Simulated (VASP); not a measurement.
# AlNi (Pm-3m) in VASP: further runs

Aim: see how the results for AlNi move with the level of theory and the settings. Levels: LDA, PBE+D3(BJ), RPBE. Tasks: single point, relaxation of cell and atoms.

All numbers are computed with VASP 6.6.1; they aren't measurements. Logs are shortened: lines on timing, memory, paths and dates and some standing lists are left out, and cuts for length are marked.

## Step 1: The cell of the first run

The structure is cubic, space group Pm-3m (No. 221). Conventional cell: a = 2.832 Å, b = 2.832 Å, c = 2.832 Å, α = 90.00°, β = 90.00°, γ = 90.00°. Al (site symmetry m-3m) has 8 Ni at 2.45 Å and 6 Al at 2.83 Å within 3.2 Å. Within 3.2 Å of Ni (site symmetry m-3m) lie 8 Al at 2.45 Å and 6 Ni at 2.83 Å.

## Step 2: Single point, LDA, collinear spin, ferromagnetic start

Contents of INCAR:

```
SYSTEM = AlNi
ALGO = Normal
EDIFF = 1E-6
ENCUT = 520
ISIF = 2
ISMEAR = -1
ISPIN = 2
LASPH = .TRUE.
LCHARG = .TRUE.
LELF = .TRUE.
LMAXMIX = 4
LORBIT = 11
LREAL = .FALSE.
LVHAR = .TRUE.
LWAVE = .FALSE.
MAGMOM = 0 1.5
NBANDS = 18
NELM = 150
PREC = Accurate
SIGMA = 0.1
```

Contents of KPOINTS:

```
k-points
0
G
  10 10 10
  0 0 0
```

Contents of POSCAR:

```
AlNi
1.0
    2.8324704812      0.0000000000      0.0000000000
    0.0000000000      2.8324704812      0.0000000000
    0.0000000000      0.0000000000      2.8324704812
Al Ni
1 1
Direct
    0.0000000000      0.0000000000      0.0000000000
    0.5000000000      0.5000000000      0.5000000000
```

Potentials or basis: VASP PAW LDA potentials, release 64 (Al, Ni).

Launch:

```bash
cat potpaw_LDA.64/Al/POTCAR potpaw_LDA.64/Ni/POTCAR > POTCAR
mpirun -np 1 vasp_std > vasp.out
```

OUTCAR:

```text
SYSTEM = AlNi
   EDIFF = 1E-6
   ENCUT = 520
   ISIF = 2
   ISMEAR = -1
   ISPIN = 2
   LASPH = .TRUE.
   LORBIT = 11
   LREAL = .FALSE.
   NELM = 150
   PREC = Accurate

 ion  position               nearest neighbor table
   1  0.000  0.000  0.000-   2 2.45   2 2.45   2 2.45   2 2.45   2 2.45   2 2.45   2 2.45   2 2.45

   2  0.500  0.500  0.500-   1 2.45   1 2.45   1 2.45   1 2.45   1 2.45   1 2.45   1 2.45   1 2.45

  LATTYP: Found a simple cubic cell.
 ALAT       =     2.8324704812

  Lattice vectors:

 A1 = (   2.8324704812,   0.0000000000,   0.0000000000)
 A2 = (   0.0000000000,   2.8324704812,   0.0000000000)
 A3 = (   0.0000000000,   0.0000000000,   2.8324704812)

Analysis of symmetry for initial positions (statically):
=====================================================================
 Subroutine PRICEL returns:
 Original cell was already a primitive cell.

 Routine SETGRP: Setting up the symmetry group for a
 simple cubic supercell.

 Subroutine GETGRP returns: Found 48 space group operations
 (whereof 48 operations were pure point group operations)
 out of a pool of 48 trial point group operations.

The static configuration has the point symmetry O_h .

Analysis of symmetry for dynamics (positions and initial velocities):
=====================================================================
 Subroutine PRICEL returns:
 Original cell was already a primitive cell.

 Routine SETGRP: Setting up the symmetry group for a
 simple cubic supercell.

 Subroutine GETGRP returns: Found 48 space group operations
 (whereof 48 operations were pure point group operations)
 out of a pool of 48 trial point group operations.

The dynamic configuration has the point symmetry O_h .

Analysis of structural, dynamic, and magnetic symmetry:
=====================================================================
 Subroutine PRICEL returns:
 Original cell was already a primitive cell.

 Routine SETGRP: Setting up the symmetry group for a
 simple cubic supercell.

 Subroutine GETGRP returns: Found 48 space group operations
 (whereof 48 operations were pure point group operations)
 out of a pool of 48 trial point group operations.

The overall configuration has the point symmetry O_h .

 Subroutine INISYM returns: Found 48 space group operations
 (whereof 48 operations are pure point group operations),
 and found     1 'primitive' translations

[... 117 lines left out ...]
  Thomas-Fermi vector in A             =   2.485798
   LORBIT       =     11    0 simple, 1 ext, 2 COOP (PROOUT), +10 PAW based schemes
   GGA     = CA    functional components
   LHFCALC =     F    Hartree Fock is set to
   AEXX    =    0.0000 exact exchange contribution
   IVDW    =     0    specifies the selected vdW correction
   LEPSILON=     F    determine dielectric tensor
   LRPA    =     F    only Hartree local field effects (RPA)
 spin polarized calculation
  energy-cutoff  :      520.00
  volume of cell :       22.72
 maximum number of plane-waves:       625
 NGX is ok and might be reduce to    24
   NGX = 11   NGY = 11   NGZ = 11

 number of electron      12.9999994 magnetization      -0.0006271

 number of electron      12.9999994 magnetization       0.0003433

 Free energy of the ion-electron system (eV)
  ---------------------------------------------------
  ext. energy  EPLUGINS =         0.00000000
  ---------------------------------------------------
  free energy    TOTEN  =       -12.21232111 eV

  energy without entropy =      -12.18983303  energy(sigma->0) =      -12.20107707

 E-fermi :  10.4541     XC(G=0): -12.5505

 val. band max:       10.4291807942   @ k =   0.4000   0.4000   0.2000
 cond. band min:      10.5379387440   @ k =   0.4000   0.3000   0.2000
 fundamental gap:      0.1087579498
 Fermi energy:        10.4540720774

 spin component 1

 k-point     1 :       0.0000    0.0000    0.0000
  band No.  band energies     occupation
      1      -1.0201      1.00000
      2       6.9411      1.00000
      3       6.9411      1.00000
      4       8.7673      1.00000
      5       8.7673      1.00000
      6       8.7673      1.00000
[... 493 lines left out ...]
     17      32.1110      0.00000
     18      36.5067      0.00000

 [... further k-points ...]

 spin component 2

 k-point     1 :       0.0000    0.0000    0.0000
  band No.  band energies     occupation
      1      -1.0201      1.00000
      2       6.9413      1.00000
      3       6.9413      1.00000
      4       8.7674      1.00000
      5       8.7674      1.00000
      6       8.7674      1.00000
[... 493 lines left out ...]
     17      32.1109      0.00000
     18      36.5067      0.00000

 [... further k-points ...]

------------------------ aborting loop because EDIFF is reached ----------------------------------------

  FORCE on cell =-STRESS in cart. coord.  units (eV):
  Direction    XX          YY          ZZ          XY          YZ          ZX
  --------------------------------------------------------------------------------------
  -------------------------------------------------------------------------------------
  Total        0.0344351      0.0344351      0.0344351      0.0000000     -0.0000000      0.0000000
  in kB        2.4278147      2.4278147      2.4278147      0.0000000     -0.0000000      0.0000000
  external PRESSURE =       2.4278147 kB  Pullay stress =       0.0000000 kB

 VOLUME and BASIS-vectors are now :
 -----------------------------------------------------------------------------
  energy-cutoff  :      520.00
  volume of cell :       22.72
      direct lattice vectors                 reciprocal lattice vectors
     2.832470481  0.000000000  0.000000000     0.353048693  0.000000000  0.000000000
     0.000000000  2.832470481  0.000000000     0.000000000  0.353048693  0.000000000
     0.000000000  0.000000000  2.832470481     0.000000000  0.000000000  0.353048693

 POSITION                                       TOTAL-FORCE (eV/Angst)
 -----------------------------------------------------------------------------------
      0.00000      0.00000      0.00000         0.000000      0.000000      0.000000
      1.41624      1.41624      1.41624         0.000000      0.000000      0.000000
 -----------------------------------------------------------------------------------
    total drift:                                0.000000      0.000000     -0.000000

  FREE ENERGIE OF THE ION-ELECTRON SYSTEM (eV)
  ---------------------------------------------------
  free  energy   TOTEN  =       -12.2123211107 eV

  energy  without entropy=      -12.1898330329  energy(sigma->0) =      -12.20107707

 total charge

# of ion       s       p       d       tot
------------------------------------------
    1        0.394   0.441   0.000   0.835
    2        0.502   0.562   8.520   9.583
--------------------------------------------------
tot          0.895   1.003   8.520  10.418

 magnetization (x)

# of ion       s       p       d       tot
------------------------------------------
    1       -0.000  -0.000   0.000  -0.000
    2        0.000  -0.000   0.000   0.000
--------------------------------------------------
tot         -0.000  -0.000   0.000   0.000
```

OSZICAR:

```text
N       E                     dE             d eps       ncg     rms          rms(c)
DAV:   1     0.440057663998E+02    0.44006E+02   -0.52130E+03  4200   0.780E+02
DAV:   2    -0.108779677524E+02   -0.54884E+02   -0.48270E+02  4454   0.165E+02
DAV:   3    -0.134821992977E+02   -0.26042E+01   -0.25583E+01  4808   0.367E+01
DAV:   4    -0.135118010688E+02   -0.29602E-01   -0.29577E-01  4746   0.343E+00
DAV:   5    -0.135123184158E+02   -0.51735E-03   -0.51732E-03  4682   0.499E-01    0.135E+01
DAV:   6    -0.155763018335E+02   -0.20640E+01   -0.39747E+01  4662   0.767E+01    0.159E+01
DAV:   7    -0.122424799976E+02    0.33338E+01   -0.12215E+01  4700   0.453E+01    0.160E+00
DAV:   8    -0.122286304255E+02    0.13850E-01   -0.26807E-01  5170   0.493E+00    0.109E+00
DAV:   9    -0.122128229586E+02    0.15807E-01   -0.33469E-02  5296   0.194E+00    0.530E-01
DAV:  10    -0.122125498763E+02    0.27308E-03   -0.10194E-03  5550   0.308E-01    0.166E-01
DAV:  11    -0.122123121527E+02    0.23772E-03   -0.25457E-04  4904   0.138E-01    0.813E-02
DAV:  12    -0.122123256378E+02   -0.13485E-04   -0.54477E-05  5714   0.747E-02    0.450E-02
DAV:  13    -0.122123214553E+02    0.41825E-05   -0.17629E-05  5256   0.521E-02    0.119E-02
DAV:  14    -0.122123211107E+02    0.34455E-06   -0.10679E-06  2554   0.101E-02
   1 F= -.12212321E+02 E0= -.12201077E+02  d E =-.224881E-01  mag=    -0.0000
```

It took 16 s on 1 thread of Intel Xeon 6975P-C (Granite Rapids), shared host; peak memory 0.15 GiB.

Results:

| Quantity | Value |
| --- | --- |
| Free energy | -12.2123 eV |
| Pressure | 0.2 GPa |
| Net moment | 0.00 μB per cell |
| Valence electrons inside the program's atomic spheres | Al 0.83; Ni 9.58 |

Caveat: the starting moments collapsed, and a magnetic state may lie lower.

[end of part 1 of 2]
